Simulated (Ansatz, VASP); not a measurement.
One calculation of Co, two programs

```
Co
1.0
    -1.36323    1.36323    1.36323
     1.36323   -1.36323    1.36323
     1.36323    1.36323   -1.36323
Co
1
Direct
  0.00000 0.00000 0.00000
```

Alike in both runs: functional PBEsol; k mesh 16 × 16 × 16; occupations fermi-dirac, width 0.1 eV; no spin polarisation.

Ansatz relaxed the structure, and its values are those at the end. VASP's run is a single point on that final structure, the one shown.

```csv
,VASP,Ansatz
version,VASP 6.6.1,Ansatz 0.2.0
potentials or method,"VASP PAW PBE potentials, release 64 (Co_sv), cutoff 600 eV","plane waves (420 eV) with PAW, scalar-relativistic"
valence electrons in the cell,17,17
```

```csv
,VASP,Ansatz,Ansatz less VASP
pressure (GPa),-3.7,0.0,+3.75
```

VASP's potentials were made for PBE, not for PBEsol, and Ansatz warns of the same on its side. The functional is the same, so the differences come from potentials, cutoffs and numerics.
